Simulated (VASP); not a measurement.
# MgAl35N36 (a cell with a defect) in VASP: single point with HSE06

Aim: the single point of MgAl35N36 (a cell with a defect) with HSE06.

All numbers are computed with VASP 6.6.1; they aren't measurements. Logs are shortened: lines on timing, memory, paths and dates and some standing lists are left out, and cuts for length are marked.

### Step 1. The cell of the first run

The cell holds a defect, 72 atoms: a = 9.389 Å, b = 9.389 Å, c = 10.035 Å, α = 90.00°, β = 90.00°, γ = 120.00°.

### Step 2. Single point, HSE06

The input, POSCAR:

```
MgAl35N36
1.0
    9.3892708692      0.0000000866      0.0000000000
   -4.6946355096      8.1313470524      0.0000000000
    0.0000000000      0.0000000000     10.0348065929
Al N Mg
35 36 1
Direct
    0.2217572387      0.1107052630      0.2496207374
    0.1093193718      0.2212619490      0.4996570106
    0.2215872758      0.1107199282      0.7497899202
    0.1099256871      0.2201871161      0.9995458372
    0.2191149251      0.4423381941      0.2493291073
    0.1100910560      0.5554193197      0.4999997872
    0.2192083855      0.4428691689      0.7502640076
    0.1099260020      0.5559764401      0.9992181216
    0.2215884414      0.7775062090      0.2496634243
    0.1106542747      0.8890262967      0.4995169630
    0.2215874847      0.7778587931      0.7496345105
    0.1107200274      0.8887965648      0.9999370337
    0.5558409184      0.1107962189      0.2496397260
    0.4436851405      0.2199251837      0.5005647150
    0.5559126263      0.1113562205      0.7499009009
    0.4430151570      0.2199418066      0.9993345745
    0.5559300332      0.4424896673      0.2483517240
    0.5564796154      0.4427815892      0.7508183912
    0.4438903397      0.5550998766      0.9995298453
    0.5560705892      0.7787265017      0.2488669946
    0.4438693491      0.8897366278      0.4999697778
    0.5568052729      0.7803917872      0.7509186936
    0.4434167565      0.8892495122      0.9994453595
    0.8886611039      0.1111319636      0.2500846132
    0.7779233674      0.2220960672      0.4994747018
    0.8886045354      0.1115639085      0.7497991899
    0.7776061339      0.2220210142      1.0001443304
    0.8882746248      0.4437342144      0.2494867722
    0.7794443434      0.5563146299      0.5002910949
    0.8883488735      0.4438979611      0.7498467706
    0.7787129314      0.5559701384      0.9994767917
    0.8888938705      0.7778304545      0.2497677422
    0.7790481236      0.8911261634      0.4999768256
    0.8888015742      0.7780782957      0.7497104440
    0.7787658033      0.8897783488      0.9995465057
    0.2218848698      0.1112773089      0.4407154713
    0.1105429855      0.2206257396      0.1893342158
    0.2214663646      0.1106385796      0.9400852122
    0.1108399452      0.2218165107      0.6909617733
    0.2063895854      0.4366862432      0.4370045662
    0.1108222334      0.5558634936      0.1896026217
    0.2210916643      0.4440520067      0.9425174015
    0.1109430611      0.5556892805      0.6912026205
    0.2216988969      0.7780767699      0.4409721901
    0.1111614734      0.8885645782      0.1904963032
    0.2217137353      0.7781499449      0.9404176402
    0.1110245281      0.8887380642      0.6903070946
    0.5553879068      0.1112482263      0.4402914085
    0.4437297034      0.2204630112      0.1894991954
    0.5555037283      0.1112606851      0.9404186906
    0.4442467397      0.2216206065      0.6913444098
    0.5639687086      0.4358657092      0.4368622677
    0.4440628475      0.5545538746      0.1922326215
    0.5554390784      0.4439656366      0.9429435637
    0.4449897888      0.5557864698      0.7062078899
    0.5634071151      0.7941876967      0.4373388915
    0.4438909093      0.8886112325      0.1900489514
    0.5554144703      0.7784675526      0.9431818640
    0.4444727647      0.8890625752      0.6912737642
    0.8886857842      0.1115576108      0.4402371107
    0.7777872866      0.2218311909      0.1905275637
    0.8882460671      0.1113545618      0.9401271003
    0.7777728639      0.2222187075      0.6901723089
    0.8888723082      0.4447412565      0.4401033684
    0.7788367281      0.5558759267      0.1899440446
    0.8883448486      0.4442384139      0.9403010907
    0.7781885560      0.5555685432      0.6913003943
    0.8884717710      0.7781461364      0.4408054402
    0.7786256674      0.8887906373      0.1899764981
    0.8886458733      0.7780087072      0.9405413426
    0.7782334666      0.8892493174      0.6913018628
    0.4436938306      0.5551124049      0.4961745365
```

The input, INCAR.step1:

```
ALGO = Normal ; EDIFF = 1E-5
ENCUT = 520 ; GGA = PE
GGA_COMPAT = False ; ISIF = 2
ISMEAR = -1 ; ISYM = -1
LASPH = True ; LREAL = Auto
LWAVE = True ; NBANDS = 186
NELECT = 286.0 ; NELM = 120
PREC = Accurate ; SIGMA = 0.01
```

The input, INCAR.step2:

```
ALGO = Normal ; EDIFF = 1E-6
ENCUT = 520 ; GGA = PE
GGA_COMPAT = False ; HFSCREEN = 0.2079
ISIF = 2 ; ISMEAR = -1
ISTART = 1 ; ISYM = -1
LASPH = True ; LCHARG = True
LELF = True ; LHFCALC = True
LREAL = Auto ; LVHAR = True
LWAVE = False ; NBANDS = 186
NELECT = 286.0 ; NELM = 120
PREC = Accurate ; PRECFOCK = Fast
SIGMA = 0.01
```

The input, KPOINTS:

```
explicit points
1
Reciprocal
  0.25000000   0.25000000   0.25000000 1
```

Potentials or basis: VASP PAW PBE potentials, release 64 (Al, N, Mg).

Started as:

```bash
> cat potpaw_PBE.64/Al/POTCAR potpaw_PBE.64/N/POTCAR potpaw_PBE.64/Mg/POTCAR > POTCAR
> cp INCAR.step1 INCAR
> mpirun -np 1 vasp_std > vasp.out
> cp INCAR.step2 INCAR
> mpirun -np 1 vasp_std > vasp.out
```

OUTCAR:

```text
EDIFF = 1E-6
   ENCUT = 520
   GGA = PE
   HFSCREEN = 0.2079
   ISIF = 2
   ISMEAR = -1
   ISTART = 1
   ISYM = -1
   LASPH = True
   LHFCALC = True
   LREAL = Auto
   NELECT = 286.0
   NELM = 120
   PREC = Accurate
   PRECFOCK = Fast

 ion  position               nearest neighbor table
   1  0.222  0.111  0.250-  37 1.90  45 1.90  49 1.90  36 1.92  12 3.09   4 3.09  10 3.09  16 3.09
                             2 3.10  14 3.10  32 3.13   5 3.13  17 3.13   9 3.13  24 3.13  13 3.14
   2  0.109  0.221  0.500-  40 1.86  60 1.89  36 1.90  39 1.92  24 3.08  26 3.09   5 3.09   7 3.09
                             3 3.10   1 3.10  33 3.10  25 3.12  10 3.13   6 3.13  72 3.14  14 3.15
   3  0.222  0.111  0.750-  39 1.90  47 1.90  51 1.90  38 1.91  16 3.08   4 3.08  14 3.08  10 3.09
                            12 3.09   2 3.10  34 3.12  11 3.13   7 3.13  26 3.13  18 3.13  15 3.14
   4  0.110  0.220  1.000-  38 1.89  62 1.90  37 1.90  42 1.91   3 3.08  26 3.09   1 3.09   7 3.09
                             5 3.09  24 3.09  35 3.11  12 3.12  16 3.13  27 3.13  19 3.14   8 3.15
   5  0.219  0.442  0.249-  40 1.89  37 1.90  41 1.90  53 1.92  72 3.08   2 3.09   4 3.09   8 3.10
                             6 3.10  19 3.10  24 3.11  28 3.11   1 3.13   9 3.14  20 3.16  17 3.16
   6  0.110  0.555  0.500-  40 1.86  64 1.90  44 1.90  43 1.92  30 3.09  11 3.09   7 3.09   9 3.09
                            28 3.09   5 3.10  29 3.11  25 3.12  10 3.13   2 3.13  72 3.13  21 3.14
   7  0.219  0.443  0.750-  55 1.89  43 1.89  39 1.89  42 1.93   8 3.08   4 3.09   6 3.09   2 3.09
                            19 3.10  26 3.11  30 3.11   3 3.13  11 3.13  72 3.14  18 3.17  22 3.17
   8  0.110  0.556  0.999-  66 1.90  46 1.90  42 1.90  41 1.91  30 3.08   7 3.08  11 3.09  28 3.09
                             9 3.09   5 3.10  31 3.11  12 3.12  27 3.13  23 3.13  19 3.14   4 3.15
   9  0.222  0.778  0.250-  45 1.90  41 1.90  57 1.90  44 1.92  12 3.09  10 3.09  23 3.09   8 3.09
                             6 3.09  21 3.09  32 3.13   1 3.13  28 3.13  13 3.13  20 3.13   5 3.14
  10  0.111  0.889  0.500-  44 1.90  68 1.90  36 1.90  47 1.91  32 3.09   1 3.09   3 3.09  34 3.09
                             9 3.09  11 3.09  29 3.12  14 3.12  33 3.12  21 3.13   2 3.13   6 3.13
  11  0.222  0.778  0.750-  47 1.90  43 1.90  59 1.90  46 1.91   8 3.09  23 3.09  21 3.09   6 3.09
                            10 3.09  12 3.09   3 3.13  34 3.13  30 3.13   7 3.13  15 3.14  22 3.14
[... 82 lines left out ...]
  70  0.889  0.778  0.941-  35 1.90  31 1.90  12 1.90  34 1.91
  71  0.778  0.889  0.691-  34 1.90  22 1.90  26 1.90  33 1.92
  72  0.444  0.555  0.496-  40 2.02  56 2.03  52 2.04  55 2.11  20 3.08   5 3.08  17 3.09   6 3.13
                             7 3.14   2 3.14  21 3.14  18 3.14  22 3.14  29 3.15  14 3.15  33 3.15

IMPORTANT INFORMATION: All symmetrisations will be switched off!
NOSYMM: (Re-)initialisation of all symmetry stuff for point group C_1.

----------------------------------------------------------------------------------------

                                     Primitive cell

  volume of cell :     766.1316

  direct lattice vectors                    reciprocal lattice vectors
     9.389270869  0.000000087  0.000000000     0.106504542  0.061490427  0.000000000
    -4.694635510  8.131347052  0.000000000    -0.000000001  0.122980853  0.000000000
     0.000000000  0.000000000 10.034806593     0.000000000  0.000000000  0.099653141

  length of vectors
     9.389270869  9.389270869 10.034806593     0.122980853  0.122980853  0.099653141

  position of ions in fractional coordinates (direct lattice)
     0.221757239  0.110705263  0.249620737
     0.109319372  0.221261949  0.499657011
     0.221587276  0.110719928  0.749789920
     0.109925687  0.220187116  0.999545837
     0.219114925  0.442338194  0.249329107
     0.110091056  0.555419320  0.499999787
[... 64 lines left out ...]
     0.778233467  0.889249317  0.691301863
     0.443693831  0.555112405  0.496174536

  ion indices of the primitive-cell ions
   primitive index   ion index
                 1           1
                 2           2
                 3           3
                 4           4
                 5           5
                 6           6
[... 64 lines left out ...]
                71          71
                72          72

----------------------------------------------------------------------------------------

 KPOINTS: explicit points

Read explicit list of k-points.

 Found      1 k-points:

 Following reciprocal coordinates:
            Coordinates               Weight
  0.250000  0.250000  0.250000      1.000000
   k-points           NKPTS =      1   k-points in BZ     NKDIM =      1   number of bands    NBANDS=    186
   number of dos      NEDOS =    301   number of ions     NIONS =     72
   total plane-waves  NPLWV = 392000
   dimension x,y,z NGX =    70 NGY =   70 NGZ =   80
   dimension x,y,z NGXF=   140 NGYF=  140 NGZF=  160
   ions per type =              35  36   1
   NGX,Y,Z   is equivalent  to a cutoff of  12.39, 12.39, 13.25 a.u.
   NGXF,Y,Z  is equivalent  to a cutoff of  24.79, 24.79, 26.51 a.u.
 SYSTEM =  unknown system
   PREC   = accura    normal or accurate (medium, high low for compatibility)
   ISTART =      1    job   : 0-new  1-cont  2-samecut
   ICHARG =      0    charge: 1-file 2-atom 10-const
   ISPIN  =      1    spin polarized calculation?
   LNONCOLLINEAR =      F non collinear calculations
   LSORBIT =      F    spin-orbit coupling
   LASPH  =      T    aspherical Exc in radial PAW
   ENCUT  =  520.0 eV  38.22 Ry    6.18 a.u.  17.46 17.46 18.66*2*pi/ulx,y,z
   NELM   =    120;   NELMIN=  2; NELMDL=  0     # of ELM steps
   EDIFF  = 0.1E-05   stopping-criterion for ELM
   LREAL  =      T    real-space projection
   EDIFFG = 0.1E-04   stopping-criterion for IOM
   NSW    =      0    number of steps for IOM
   IBRION =     -1    ionic relax: 0-MD 1-quasi-New 2-CG
   NFREE  =      0    steps in history (QN), initial steepest desc. (CG)
   ISIF   =      2    stress and relaxation
   ISYM   =     -1    0-nonsym 1-usesym 2-fastsym
   POTIM  = 0.5000    time-step for ionic-motion
   TEBEG  =    0.0;   TEEND  =   0.0 temperature during run
   PSTRESS=    0.0 pullay stress
   NELECT =     286.0000    total number of electrons
   NUPDOWN=      -1.0000    fix difference up-down
   EMIN   =  10.00;   EMAX   =-10.00  energy-range for DOS
   EFERMI =   0.00;   METHOD = LEGACY
   ISMEAR =    -1;   SIGMA  =   0.01  broadening in eV -4-tet -1-fermi 0-gaus
   EFERMI_NEDOS =   21; number of points for ismear=-14 and -15
   IALGO  =     38    algorithm
   IMIX   =      1    mixing-type and parameters
     AMIX     =   0.40;   BMIX     =  1.00
     AMIX_MAG =   1.60;   BMIX_MAG =  1.00
  volume/ion in A,a.u.               =      10.64        71.81
  Fermi-wavevector in a.u.,A,eV,Ry     =   1.178770  2.227552 18.905276  1.389499
  Thomas-Fermi vector in A             =   2.315093
   LORBIT       =      0    0 simple, 1 ext, 2 COOP (PROOUT), +10 PAW based schemes
   GGA     = PE    functional components
   LHFCALC =     T    Hartree Fock is set to
   PRECFOCK=fast      Normal, Fast or Accurate (Low or Medium for compatibility)
   ENCUT4O =  -1.0   cutoff for four orbital integrals eV
   NKREDX  =     1    reduce k-point grid by
   NKREDY  =     1    reduce k-point grid by
   NKREDZ  =     1    reduce k-point grid by
   AEXX    =    0.2500 exact exchange contribution
   HFSCREEN=    0.2079 screening length (either q_TF or 0.3 A-1)
   HFSCREENC=   0.2079 screening length for correlation (either q_TF or 0.3 A-1)
   ENCUTFOCK=  -1.0 apply spherical cutoff to Coloumb kernel
   IVDW    =     0    specifies the selected vdW correction
   LEPSILON=     F    determine dielectric tensor
   LRPA    =     F    only Hartree local field effects (RPA)
 non-spin polarized calculation
  energy-cutoff  :      520.00
  volume of cell :      766.13
 maximum number of plane-waves:     20622
 NGX is ok and might be reduce to    70
  NGX = 36; NGY = 36; NGZ = 40

 number of electron     285.9999986 magnetization

 Free energy of the ion-electron system (eV)
  ---------------------------------------------------
  ext. energy  EPLUGINS =         0.00000000
  ---------------------------------------------------
  free energy    TOTEN  =      -627.59476275 eV

  energy without entropy =     -627.59476273  energy(sigma->0) =     -627.59476274

 E-fermi :   4.9306     XC(G=0):  -8.9141

 val. band max:        4.7587134600   @ k =   0.2500   0.2500   0.2500
 cond. band min:       5.1024525076   @ k =   0.2500   0.2500   0.2500
 fundamental gap:      0.3437390476
 Fermi energy:         4.9305867928

 k-point     1 :       0.2500    0.2500    0.2500
  band No.  band energies     occupation
      1     -11.3071      2.00000
      2     -10.9834      2.00000
      3     -10.9721      2.00000
      4     -10.8198      2.00000
      5     -10.5508      2.00000
      6     -10.4888      2.00000
[... 147 lines left out ...]
    154      12.3756      0.00000
    155      12.4073      0.00000
 [bands above 155 left out]

------------------------ aborting loop because EDIFF is reached ----------------------------------------

  FORCE on cell =-STRESS in cart. coord.  units (eV):
  Direction    XX          YY          ZZ          XY          YZ          ZX
  --------------------------------------------------------------------------------------
  -------------------------------------------------------------------------------------
  Total      -25.9228368    -29.1426129    -31.8115836     -3.3322402      2.4543543      1.9705908
  in kB      -54.2112890    -60.9446653    -66.5261663     -6.9685673      5.1326832      4.1210099
  external PRESSURE =     -60.5607069 kB  Pullay stress =       0.0000000 kB

 VOLUME and BASIS-vectors are now :
 -----------------------------------------------------------------------------
  energy-cutoff  :      520.00
  volume of cell :      766.13
      direct lattice vectors                 reciprocal lattice vectors
     9.389270869  0.000000087  0.000000000     0.106504542  0.061490427  0.000000000
    -4.694635510  8.131347052  0.000000000    -0.000000001  0.122980853  0.000000000
     0.000000000  0.000000000 10.034806593     0.000000000  0.000000000  0.099653141

 POSITION                                       TOTAL-FORCE (eV/Angst)
 -----------------------------------------------------------------------------------
      1.56242      0.90018      2.50490        -0.037086      0.014521      0.019894
     -0.01232      1.79916      5.01396        -0.045955      0.066301     -0.070167
      1.56075      0.90030      7.52400        -0.042500     -0.028266      0.025150
     -0.00158      1.79042     10.03025         0.012941     -0.076870      0.056713
     -0.01929      3.59681      2.50197        -0.183698     -0.028924      0.127526
     -1.57382      4.51631      5.01740         0.070867     -0.051295     -0.096067
[... 64 lines left out ...]
      3.13234      7.23079      6.93708        -0.033422     -0.059298      0.026602
      1.55991      4.51381      4.97902        -0.184117     -0.045728     -0.218496
 -----------------------------------------------------------------------------------
    total drift:                                0.000725     -0.006510      0.093484

  FREE ENERGIE OF THE ION-ELECTRON SYSTEM (eV)
  ---------------------------------------------------
  free  energy   TOTEN  =      -627.5947627513 eV

  energy  without entropy=     -627.5947627263  energy(sigma->0) =     -627.59476274
```

It took 78 min on 1 thread of Intel Xeon Platinum 8259CL at 2.50GHz (Skylake/Cascade Lake), shared host; peak memory 1.1 GiB.

What came out:

* Free energy: -627.5948 eV
* Largest force: 0.289 eV/Å

Forces on the atoms (eV/Å):
```
Al  -0.037  0.015  0.020
Al  -0.046  0.066 -0.070
Al  -0.043 -0.028  0.025
Al   0.013 -0.077  0.057
Al  -0.184 -0.029  0.128
Al   0.071 -0.051 -0.096
Al  -0.220 -0.128 -0.087
Al  -0.075  0.063  0.064
Al  -0.030 -0.032 -0.017
Al   0.011  0.045  0.013
Al  -0.051  0.013  0.014
Al   0.019  0.024  0.014
Al   0.003  0.005 -0.018
Al  -0.019 -0.092 -0.008
Al   0.032  0.014  0.030
Al  -0.005 -0.075  0.029
Al  -0.044 -0.040 -0.124
Al   0.126 -0.078 -0.006
Al   0.004 -0.032  0.022
Al  -0.057  0.007 -0.043
Al  -0.009  0.016 -0.055
Al   0.004  0.180 -0.068
Al  -0.080  0.044  0.004
Al   0.008  0.064  0.060
Al   0.068 -0.014  0.003
Al   0.010  0.035  0.005
Al  -0.003 -0.003  0.014
Al   0.039 -0.011 -0.004
Al   0.054  0.051 -0.002
Al   0.022 -0.024  0.012
Al   0.044  0.016 -0.009
Al   0.037  0.027  0.005
Al   0.012  0.118 -0.051
Al   0.045  0.039  0.001
Al   0.068  0.059 -0.016
N    0.056 -0.014  0.003
N    0.011 -0.017 -0.071
N    0.014  0.017 -0.031
N    0.018  0.032  0.033
N    0.058  0.094  0.014
N    0.010 -0.001 -0.068
N    0.105  0.070 -0.042
N    0.049 -0.003  0.037
N    0.023  0.007  0.011
N   -0.018 -0.006 -0.012
N    0.033 -0.021 -0.025
N    0.000 -0.015 -0.006
N   -0.008  0.006  0.020
N    0.006  0.036  0.008
N   -0.008 -0.019 -0.026
N    0.006  0.065 -0.010
N    0.158 -0.048  0.113
N    0.051  0.010  0.012
N   -0.060  0.059 -0.004
N    0.155  0.006  0.210
N   -0.071  0.038  0.079
N    0.061 -0.022  0.022
N    0.002 -0.117  0.018
N    0.062 -0.036  0.012
N    0.002 -0.036  0.024
N   -0.021 -0.003 -0.011
N   -0.009 -0.028 -0.016
N   -0.018  0.004  0.004
N   -0.049 -0.001 -0.017
N   -0.032 -0.016  0.035
N   -0.005  0.012 -0.014
N   -0.051 -0.016  0.007
N   -0.023 -0.045  0.010
N   -0.042 -0.048  0.017
N   -0.035 -0.026  0.012
N   -0.033 -0.059  0.027
Mg  -0.184 -0.046 -0.218
```

Caveat: the cell carries a net charge on a neutralising background, which shifts energy and pressure; the cell is charged against a uniform background, so pressure and absolute levels hang on convention; the PAW data sets were made with another functional, which shifts forces and pressure a little.
